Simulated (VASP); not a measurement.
# As2Se (F-43m) in VASP: single point with PBE

Aim: the single point of As2Se with PBE.

All numbers are computed with VASP 6.6.1; they aren't measurements. Logs are shortened: lines on timing, memory, paths and dates and some standing lists are left out, and cuts for length are marked.

## Step 1: The cell of the first run

The structure is cubic, space group F-43m (No. 216). Conventional cell: a = 6.508 Å, b = 6.508 Å, c = 6.508 Å, α = 90.00°, β = 90.00°, γ = 90.00°. Within 3.7 Å of As (site symmetry -43m) lie 4 As at 2.82 Å and 4 Se at 2.82 Å. As (site symmetry -43m) has 4 As at 2.82 Å and 6 Se at 3.25 Å within 3.7 Å. Se (site symmetry -43m) has 10 As at 2.82 to 3.25 Å within 3.7 Å.

The cell was built from a structure type or drawn by symmetry, and may not be a known phase.

## Step 2: Single point, PBE

INCAR reads:

```
PREC     = Accurate       # precision mode
ENCUT    = 500            # plane-wave cutoff, eV
EDIFF    = 1E-6           # SCF threshold, eV
ISMEAR   = 0              # smearing method
SIGMA    = 0.2            # smearing width, eV
LREAL    = False          # projectors in reciprocal space
LASPH    = True           # aspherical terms in the spheres
NELM     = 120            # most SCF steps
ALGO     = Normal         # electronic algorithm
ISIF     = 2              # what is computed and relaxed
LWAVE    = False          # write WAVECAR
LCHARG   = True           # write CHGCAR
GGA      = PE             # functional
LELF     = True           # ELF
LVHAR    = True         
NBANDS   = 15             # bands
GGA_COMPAT= False
```

KPOINTS reads:

```
regular mesh
0
Gamma
  5 5 5
```

POSCAR reads:

```
As2Se
1.0
    0.0000000000      3.2541569020      3.2541569020
    3.2541569020      0.0000000000      3.2541569020
    3.2541569020      3.2541569020      0.0000000000
As Se
2 1
Direct
    0.2500000000      0.2500000000      0.2500000000
    0.5000000000      0.5000000000      0.5000000000
    0.0000000000      0.0000000000      0.0000000000
```

Potentials or basis: VASP PAW PBE potentials, release 64 (As, Se).

The run is started by

```sh
> cat potpaw_PBE.64/As/POTCAR potpaw_PBE.64/Se/POTCAR > POTCAR
> mpirun -np 1 vasp_std > vasp.out
```

OUTCAR:

```text
PREC = Accurate
   ENCUT = 500
   EDIFF = 1E-6
   ISMEAR = 0
   LREAL = False
   LASPH = True
   NELM = 120
   ISIF = 2
   GGA = PE

 ion  position               nearest neighbor table
   1  0.250  0.250  0.250-   3 2.82   3 2.82   3 2.82   2 2.82   3 2.82   2 2.82   2 2.82   2 2.82

   2  0.500  0.500  0.500-   1 2.82   1 2.82   1 2.82   1 2.82
   3  0.000  0.000  0.000-   1 2.82   1 2.82   1 2.82   1 2.82

  LATTYP: Found a face centered cubic cell.
 ALAT       =     6.5083138040

  Lattice vectors:

 A1 = (   0.0000000000,   3.2541569020,   3.2541569020)
 A2 = (   3.2541569020,   0.0000000000,   3.2541569020)
 A3 = (   3.2541569020,   3.2541569020,   0.0000000000)

Analysis of symmetry for initial positions (statically):
=====================================================================
 Subroutine PRICEL returns:
 Original cell was already a primitive cell.

 Routine SETGRP: Setting up the symmetry group for a
 face centered cubic supercell.

 Subroutine GETGRP returns: Found 24 space group operations
 (whereof 24 operations were pure point group operations)
 out of a pool of 48 trial point group operations.

The static configuration has the point symmetry T_d .

Analysis of symmetry for dynamics (positions and initial velocities):
=====================================================================
 Subroutine PRICEL returns:
 Original cell was already a primitive cell.

 Routine SETGRP: Setting up the symmetry group for a
 face centered cubic supercell.

 Subroutine GETGRP returns: Found 24 space group operations
 (whereof 24 operations were pure point group operations)
 out of a pool of 48 trial point group operations.

The dynamic configuration has the point symmetry T_d .

 Subroutine INISYM returns: Found 24 space group operations
 (whereof 24 operations are pure point group operations),
 and found     1 'primitive' translations

----------------------------------------------------------------------------------------

                                     Primitive cell

  volume of cell :      68.9200

  direct lattice vectors                    reciprocal lattice vectors
     0.000000000  3.254156902  3.254156902    -0.153649629  0.153649629  0.153649629
     3.254156902  0.000000000  3.254156902     0.153649629 -0.153649629  0.153649629
     3.254156902  3.254156902  0.000000000     0.153649629  0.153649629 -0.153649629

  length of vectors
     4.602072825  4.602072825  4.602072825     0.266128964  0.266128964  0.266128964

[... 80 lines left out ...]
   EMIN   =  10.00;   EMAX   =-10.00  energy-range for DOS
   EFERMI =   0.00;   METHOD = LEGACY
   ISMEAR =     0;   SIGMA  =   0.20  broadening in eV -4-tet -1-fermi 0-gaus
   EFERMI_NEDOS =   21; number of points for ismear=-14 and -15
   IALGO  =     38    algorithm
   IMIX   =      4    mixing-type and parameters
     AMIX     =   0.40;   BMIX     =  1.00
     AMIX_MAG =   1.60;   BMIX_MAG =  1.00
  volume/ion in A,a.u.               =      22.97       155.03
  Fermi-wavevector in a.u.,A,eV,Ry     =   1.006158  1.901364 13.773921  1.012355
  Thomas-Fermi vector in A             =   2.138883
   LORBIT       =      0    0 simple, 1 ext, 2 COOP (PROOUT), +10 PAW based schemes
   GGA     = PE    functional components
   LHFCALC =     F    Hartree Fock is set to
   AEXX    =    0.0000 exact exchange contribution
   IVDW    =     0    specifies the selected vdW correction
   LEPSILON=     F    determine dielectric tensor
   LRPA    =     F    only Hartree local field effects (RPA)
 non-spin polarized calculation
 Gauss-broadening in eV      SIGMA  =   0.20
  energy-cutoff  :      500.00
  volume of cell :       68.92
 maximum number of plane-waves:      1807
 NGX is ok and might be reduce to    36
   NGX = 17   NGY = 17   NGZ = 17

 number of electron      16.0000000 magnetization

 Free energy of the ion-electron system (eV)
  ---------------------------------------------------
  ext. energy  EPLUGINS =         0.00000000
  ---------------------------------------------------
  free energy    TOTEN  =       -11.59693280 eV

  energy without entropy =      -11.56320834  energy(sigma->0) =      -11.58007057

 E-fermi :   4.6326     XC(G=0):  -9.7195

 val. band max:        4.3118773359   @ k =   0.4000   0.2000   0.0000
 cond. band min:       4.7136144764   @ k =  -0.2000   0.2000   0.0000
 fundamental gap:      0.4017371404
 Fermi energy:         4.6325649438

 k-point     1 :       0.0000    0.0000    0.0000
  band No.  band energies     occupation
      1     -10.4877      2.00000
      2      -5.6336      2.00000
      3      -2.7037      2.00000
      4       1.2625      2.00000
      5       1.2625      2.00000
      6       1.2625      2.00000
      7       2.0333      2.00000
      8       2.0333      2.00000
      9       2.0333      2.00000
     10       6.2489      0.00000
     11       6.2489      0.00000
     12       6.2489      0.00000
     13       9.9250      0.00000
     14       9.9250      0.00000
[... 149 lines left out ...]
      2      -7.0065      2.00000
      3      -5.8953      2.00000
      4      -1.2036      2.00000
      5       0.5610      2.00000
      6       1.5947      2.00000
      7       3.0466      2.00000
      8       4.9397      0.02989
      9       5.7679      0.00000
     10       6.5535      0.00000
     11       7.0200      0.00000
     12       8.2528      0.00000
     13      11.2455      0.00000
     14      13.0498      0.00000
     15      13.5290      0.00000

------------------------ aborting loop because EDIFF is reached ----------------------------------------

  FORCE on cell =-STRESS in cart. coord.  units (eV):
  Direction    XX          YY          ZZ          XY          YZ          ZX
  --------------------------------------------------------------------------------------
  -------------------------------------------------------------------------------------
  Total        0.1945078      0.1945078      0.1945078      0.0000000      0.0000000     -0.0000000
  in kB        4.5217041      4.5217041      4.5217041      0.0000000      0.0000000     -0.0000000
  external PRESSURE =       4.5217041 kB  Pullay stress =       0.0000000 kB

 VOLUME and BASIS-vectors are now :
 -----------------------------------------------------------------------------
  energy-cutoff  :      500.00
  volume of cell :       68.92
      direct lattice vectors                 reciprocal lattice vectors
     0.000000000  3.254156902  3.254156902    -0.153649629  0.153649629  0.153649629
     3.254156902  0.000000000  3.254156902     0.153649629 -0.153649629  0.153649629
     3.254156902  3.254156902  0.000000000     0.153649629  0.153649629 -0.153649629

 POSITION                                       TOTAL-FORCE (eV/Angst)
 -----------------------------------------------------------------------------------
      1.62708      1.62708      1.62708        -0.000000     -0.000000     -0.000000
      3.25416      3.25416      3.25416        -0.000000     -0.000000     -0.000000
      0.00000      0.00000      0.00000         0.000000      0.000000      0.000000
 -----------------------------------------------------------------------------------
    total drift:                               -0.000000     -0.000000     -0.000000

  FREE ENERGIE OF THE ION-ELECTRON SYSTEM (eV)
  ---------------------------------------------------
  free  energy   TOTEN  =       -11.5969328019 eV

  energy  without entropy=      -11.5632083415  energy(sigma->0) =      -11.58007057
```

OSZICAR:

```text
N       E                     dE             d eps       ncg     rms          rms(c)
DAV:   1     0.480556800165E+02    0.48056E+02   -0.59089E+03   300   0.860E+02
DAV:   2    -0.852670143930E+01   -0.56582E+02   -0.50022E+02   398   0.135E+02
DAV:   3    -0.116105840718E+02   -0.30839E+01   -0.30550E+01   349   0.316E+01
DAV:   4    -0.116307047967E+02   -0.20121E-01   -0.20114E-01   384   0.298E+00
DAV:   5    -0.116308139357E+02   -0.10914E-03   -0.10913E-03   377   0.224E-01    0.422E+00
DAV:   6    -0.115962735281E+02    0.34540E-01   -0.63246E-02   349   0.157E+00    0.257E+00
DAV:   7    -0.115966162990E+02   -0.34277E-03   -0.21411E-02   349   0.850E-01    0.104E+00
DAV:   8    -0.115968144425E+02   -0.19814E-03   -0.18558E-03   363   0.302E-01    0.706E-02
DAV:   9    -0.115968816821E+02   -0.67240E-04   -0.11686E-04   370   0.764E-02    0.415E-02
DAV:  10    -0.115969295615E+02   -0.47879E-04   -0.84462E-05   328   0.573E-02    0.666E-03
DAV:  11    -0.115969310468E+02   -0.14854E-05   -0.17610E-06   316   0.912E-03    0.353E-03
DAV:  12    -0.115969325579E+02   -0.15110E-05   -0.19308E-06   304   0.707E-03    0.158E-03
DAV:  13    -0.115969328019E+02   -0.24404E-06   -0.56632E-08   269   0.137E-03
   1 F= -.11596933E+02 E0= -.11580071E+02  d E =-.337245E-01
```

Wall time 31 s (1 thread of Intel Xeon 8259CL, shared host); peak memory 0.2 GiB.

What came out:

* Free energy: -11.5969 eV
* Pressure: 0.5 GPa
* Band gap on the k mesh: zero (bands 8 and 9 overlap by 3.06 eV)
